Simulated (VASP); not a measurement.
# VW7S16 (a cell with a defect) in VASP: further runs, part 2 of 2

VASP 6.6.1. Earlier steps stand in the parts before.

## Step 3: Electric field gradients, PBE

Contents of INCAR:

```
SYSTEM = VW7S16
  PREC = Accurate
  ENCUT = 520
  EDIFF = 1E-8
  ISMEAR = -5
  SIGMA = 0.1
  LREAL = Auto
  LASPH = .TRUE.
  NELM = 80
  ALGO = Normal
  ISIF = 2
  LWAVE = .FALSE.
  LCHARG = .FALSE.
  GGA = PE
  LEFG = .TRUE.
  NELECT = 206.0
  NBANDS = 122
```

Contents of KPOINTS:

```
Automatic mesh
0
G
  4 4 2
  0 0 0
```

Contents of POSCAR:

```
VW7S16
1.0
    6.3600000000      0.0000000000      0.0000000000
   -3.1800000000      5.5079215680      0.0000000000
    0.0000000000      0.0000000000     12.5000000000
V W S
1 7 16
Direct
    0.1666666666      0.3333333334      0.2500000000
    0.1666666666      0.8333333334      0.2500000000
    0.6666666666      0.3333333334      0.2500000000
    0.6666666666      0.8333333334      0.2500000000
    0.3333333334      0.1666666666      0.7500000000
    0.3333333334      0.6666666666      0.7500000000
    0.8333333334      0.1666666666      0.7500000000
    0.8333333334      0.6666666666      0.7500000000
    0.1666666666      0.3333333334      0.6250000000
    0.1666666666      0.8333333334      0.6250000000
    0.6666666666      0.3333333334      0.6250000000
    0.6666666666      0.8333333334      0.6250000000
    0.3333333334      0.1666666666      0.1250000000
    0.3333333334      0.6666666666      0.1250000000
    0.8333333334      0.1666666666      0.1250000000
    0.8333333334      0.6666666666      0.1250000000
    0.1666666666      0.3333333334      0.8750000000
    0.1666666666      0.8333333334      0.8750000000
    0.6666666666      0.3333333334      0.8750000000
    0.6666666666      0.8333333334      0.8750000000
    0.3333333334      0.1666666666      0.3750000000
    0.3333333334      0.6666666666      0.3750000000
    0.8333333334      0.1666666666      0.3750000000
    0.8333333334      0.6666666666      0.3750000000
```

Potentials or basis: VASP PAW PBE potentials, release 64 (V_sv, W_sv, S).

The run is started by

```bash
$ cat potpaw_PBE.64/V_sv/POTCAR potpaw_PBE.64/W_sv/POTCAR potpaw_PBE.64/S/POTCAR > POTCAR
$ mpirun -np 1 vasp_std > vasp.out
```

OUTCAR:

```text
SYSTEM = VW7S16
   PREC = Accurate
   ENCUT = 520
   EDIFF = 1E-8
   ISMEAR = -5
   LREAL = Auto
   LASPH = .TRUE.
   NELM = 80
   ISIF = 2
   GGA = PE
   NELECT = 206.0

 ion  position               nearest neighbor table
   1  0.167  0.333  0.250-  14 2.41  22 2.41  15 2.41  23 2.41  13 2.41  21 2.41   2 3.18   4 3.18
                             2 3.18   4 3.18   3 3.18   3 3.18
   2  0.167  0.833  0.250-  13 2.41  21 2.41  16 2.41  24 2.41  22 2.41  14 2.41   1 3.18   3 3.18
                             1 3.18   3 3.18   4 3.18   4 3.18
   3  0.667  0.333  0.250-  16 2.41  24 2.41  21 2.41  13 2.41  23 2.41  15 2.41   2 3.18   4 3.18
                             4 3.18   2 3.18   1 3.18   1 3.18
   4  0.667  0.833  0.250-  15 2.41  23 2.41  22 2.41  14 2.41  16 2.41  24 2.41   1 3.18   3 3.18
                             3 3.18   1 3.18   2 3.18   2 3.18
   5  0.333  0.167  0.750-  10 2.41  18 2.41  11 2.41  19 2.41   9 2.41  17 2.41   6 3.18   8 3.18
                             6 3.18   8 3.18   7 3.18   7 3.18
   6  0.333  0.667  0.750-   9 2.41  17 2.41  12 2.41  20 2.41  18 2.41  10 2.41   5 3.18   7 3.18
                             5 3.18   7 3.18   8 3.18   8 3.18
   7  0.833  0.167  0.750-  12 2.41  20 2.41  17 2.41   9 2.41  19 2.41  11 2.41   6 3.18   8 3.18
                             8 3.18   6 3.18   5 3.18   5 3.18
   8  0.833  0.667  0.750-  11 2.41  19 2.41  18 2.41  10 2.41  12 2.41  20 2.41   5 3.18   7 3.18
                             7 3.18   5 3.18   6 3.18   6 3.18
   9  0.167  0.333  0.625-   6 2.41   7 2.41   5 2.41
  10  0.167  0.833  0.625-   5 2.41   8 2.41   6 2.41
  11  0.667  0.333  0.625-   8 2.41   5 2.41   7 2.41
  12  0.667  0.833  0.625-   7 2.41   6 2.41   8 2.41
  13  0.333  0.167  0.125-   2 2.41   3 2.41   1 2.41
  14  0.333  0.667  0.125-   1 2.41   4 2.41   2 2.41
[... 8 lines left out ...]
  23  0.833  0.167  0.375-   4 2.41   1 2.41   3 2.41
  24  0.833  0.667  0.375-   3 2.41   2 2.41   4 2.41

  LATTYP: Found a hexagonal cell.
 ALAT       =     6.3600000000
 C/A-ratio  =     1.9654088050

  Lattice vectors:

 A1 = (   6.3600000000,   0.0000000000,   0.0000000000)
 A2 = (  -3.1800000000,   5.5079215680,   0.0000000000)
 A3 = (   0.0000000000,   0.0000000000,  12.5000000000)

Analysis of symmetry for initial positions (statically):
=====================================================================
 Subroutine PRICEL returns:
 Original cell was already a primitive cell.

 Routine SETGRP: Setting up the symmetry group for a
 hexagonal supercell.

 Subroutine GETGRP returns: Found 12 space group operations
 (whereof  2 operations were pure point group operations)
 out of a pool of 24 trial point group operations.

The static configuration has the point symmetry C_1h.
 The point group associated with its full space group is D_3h.

Analysis of symmetry for dynamics (positions and initial velocities):
=====================================================================
 Subroutine PRICEL returns:
 Original cell was already a primitive cell.

 Routine SETGRP: Setting up the symmetry group for a
 hexagonal supercell.

 Subroutine GETGRP returns: Found 12 space group operations
 (whereof  2 operations were pure point group operations)
 out of a pool of 24 trial point group operations.

The dynamic configuration has the point symmetry C_1h.
 The point group associated with its full space group is D_3h.
[... 169 lines left out ...]
 Free energy of the ion-electron system (eV)
  ---------------------------------------------------
  ext. energy  EPLUGINS =         0.00000000
  ---------------------------------------------------
  free energy    TOTEN  =      -191.62960011 eV

  energy without entropy =     -191.62960011  energy(sigma->0) =     -191.62960011

 E-fermi :   6.2152     XC(G=0): -10.6862

 val. band max:        6.1266678822   @ k =   0.2500   0.2500   0.5000
 cond. band min:       6.3228579745   @ k =   0.2500   0.2500   0.5000
 fundamental gap:      0.1961900924
 Fermi energy:         6.2151873766

 k-point     1 :       0.0000    0.0000    0.0000
  band No.  band energies     occupation
      1     -67.8403      2.00000
      2     -67.8277      2.00000
      3     -67.8277      2.00000
      4     -67.7672      2.00000
      5     -67.7522      2.00000
      6     -67.7491      2.00000
[... 933 lines left out ...]
    114       8.7953      0.00000
    115       8.9463      0.00000
 [bands above 115 left out]

------------------------ aborting loop because EDIFF is reached ----------------------------------------

  FORCE on cell =-STRESS in cart. coord.  units (eV):
  Direction    XX          YY          ZZ          XY          YZ          ZX
  --------------------------------------------------------------------------------------
  -------------------------------------------------------------------------------------
  Total       -7.5363007     -7.5363007    -12.0592547      0.0000000      0.0000000     -0.0000000
  in kB      -27.5748985    -27.5748985    -44.1241320      0.0000000      0.0000000     -0.0000000
  external PRESSURE =     -33.0913097 kB  Pullay stress =       0.0000000 kB

 VOLUME and BASIS-vectors are now :
 -----------------------------------------------------------------------------
  energy-cutoff  :      520.00
  volume of cell :      437.88
      direct lattice vectors                 reciprocal lattice vectors
     6.360000000  0.000000000  0.000000000     0.157232704  0.090778344  0.000000000
    -3.180000000  5.507921568  0.000000000     0.000000000  0.181556688  0.000000000
     0.000000000  0.000000000 12.500000000     0.000000000  0.000000000  0.080000000

 POSITION                                       TOTAL-FORCE (eV/Angst)
 -----------------------------------------------------------------------------------
     -0.00000      1.83597      3.12500         0.000000      0.000000     -0.000000
     -1.59000      4.58993      3.12500         0.205337      0.118551     -0.000000
      3.18000      1.83597      3.12500         0.000000     -0.237103     -0.000000
      1.59000      4.58993      3.12500        -0.205337      0.118551     -0.000000
      1.59000      0.91799      9.37500        -0.006972      0.004025     -0.000000
      0.00000      3.67195      9.37500         0.000000     -0.008051     -0.000000
[... 16 lines left out ...]
      4.77000      0.91799      4.68750         0.356802      0.206000     -0.469294
      3.18000      3.67195      4.68750         0.000000     -0.000000      0.059642
 -----------------------------------------------------------------------------------
    total drift:                               -0.000000      0.000000      0.000000

  FREE ENERGIE OF THE ION-ELECTRON SYSTEM (eV)
  ---------------------------------------------------
  free  energy   TOTEN  =      -191.6296001102 eV

  energy  without entropy=     -191.6296001102  energy(sigma->0) =     -191.62960011

 Electric field gradients (V/A^2)
---------------------------------------------------------------------
 ion       V_xx      V_yy      V_zz      V_xy      V_xz      V_yz
---------------------------------------------------------------------
   1      13.425    13.424   -26.849    -0.001    -0.000     0.000
   2      89.204    90.067  -179.271    -0.745    -0.000     0.000
   3      90.496    88.775  -179.271     0.001    -0.000     0.000
   4      89.205    90.065  -179.270     0.745    -0.000     0.000
   5      74.381    74.443  -148.824     0.054     0.000    -0.000
   6      74.473    74.350  -148.824     0.000     0.000    -0.000
[... 16 lines left out ...]
  23      19.213    20.389   -39.602    -1.018     2.664     1.538
  24      23.076    23.076   -46.152     0.001    -0.000     0.000
---------------------------------------------------------------------

 Electric field gradients after diagonalization (V/A^2)
 (convention: |V_zz| > |V_xx| > |V_yy|)
----------------------------------------------------------------------
 ion       V_xx      V_yy      V_zz     asymmetry (V_yy - V_xx)/ V_zz
----------------------------------------------------------------------
   1      13.426    13.424   -26.849       0.000
   2      90.496    88.775  -179.271       0.010
   3      90.496    88.775  -179.271       0.010
   4      90.495    88.775  -179.270       0.010
   5      74.474    74.350  -148.824       0.001
   6      74.473    74.350  -148.824       0.001
[... 16 lines left out ...]
  23      20.977    18.787   -39.764       0.055
  24      23.077    23.075   -46.152       0.000
----------------------------------------------------------------------

           NMR quadrupolar parameters

 Cq : quadrupolar parameter    Cq=e*Q*V_zz/h
 eta: asymmetry parameters     (V_yy - V_xx)/ V_zz
 Q  : nuclear electric quadrupole moment in mb (millibarn)
----------------------------------------------------------------------
 ion       Cq(MHz)       eta       Q (mb)
----------------------------------------------------------------------
   1      -0.065       0.000       1.000
   2      -0.433       0.010       1.000
   3      -0.433       0.010       1.000
   4      -0.433       0.010       1.000
   5      -0.360       0.001       1.000
   6      -0.360       0.001       1.000
[... 16 lines left out ...]
  23      -0.096       0.055       1.000
  24      -0.112       0.000       1.000
----------------------------------------------------------------------
```

It took 23 min on 1 thread of AMD EPYC 7R13 (Zen 3), shared host; peak memory 0.62 GiB.

What came out:

| Quantity | Value |
| --- | --- |
| Free energy | -191.6296 eV |
| Largest force | 0.624 eV/Å |
| Largest electric field gradient by atom | V -26.8; W -179.3, -148.8, -147.1 (each value once); S -41.9, -40.8, -39.8, -46.2 (each value once) V/Å² |

Forces in eV/Å, atoms in the order of the input:
```
V    0.000  0.000  0.000
W    0.205  0.119  0.000
W    0.000 -0.237  0.000
W   -0.205  0.119  0.000
W   -0.007  0.004  0.000
W    0.000 -0.008  0.000
W    0.007  0.004  0.000
W    0.000  0.000  0.000
S    0.000  0.000 -0.028
S    0.008  0.004 -0.031
S    0.000 -0.009 -0.031
S   -0.008  0.004 -0.031
S   -0.357  0.206  0.469
S    0.000 -0.412  0.469
S    0.357  0.206  0.469
S    0.000  0.000 -0.060
S    0.000  0.000  0.028
S    0.008  0.004  0.031
S    0.000 -0.009  0.031
S   -0.008  0.004  0.031
S   -0.357  0.206 -0.469
S    0.000 -0.412 -0.469
S    0.357  0.206 -0.469
S    0.000  0.000  0.060
```

Electric field gradients, principal values (V/Å²):
```tsv
atom	least	middle	greatest (by size)
1 V	13.424	13.426	-26.849
2 W	88.775	90.496	-179.271
3 W	88.775	90.496	-179.271
4 W	88.775	90.495	-179.270
5 W	74.350	74.474	-148.824
6 W	74.350	74.473	-148.824
7 W	74.350	74.473	-148.824
8 W	73.569	73.569	-147.138
9 S	20.938	20.939	-41.876
10 S	20.329	20.461	-40.790
11 S	20.329	20.461	-40.790
12 S	20.330	20.460	-40.790
13 S	18.786	20.978	-39.764
14 S	18.787	20.977	-39.764
15 S	18.787	20.977	-39.764
16 S	23.075	23.077	-46.152
17 S	20.938	20.939	-41.876
18 S	20.329	20.461	-40.790
19 S	20.329	20.461	-40.790
20 S	20.330	20.460	-40.790
21 S	18.786	20.978	-39.764
22 S	18.787	20.977	-39.764
23 S	18.787	20.977	-39.764
24 S	23.075	23.077	-46.152
```

Caveat: the cell carries a net charge on a neutralising background, which shifts energy and pressure; the cell is charged against a uniform background, so pressure and absolute levels hang on convention; without QUAD_EFG the Cq values of the log hold for a quadrupole moment of 1 mb, not for the nuclei; spin-orbit coupling is left out, which moves the levels of the heavy elements; the run has no spin polarisation, though such a crystal can be magnetic; tetrahedron occupations give inexact forces and stress in metals.
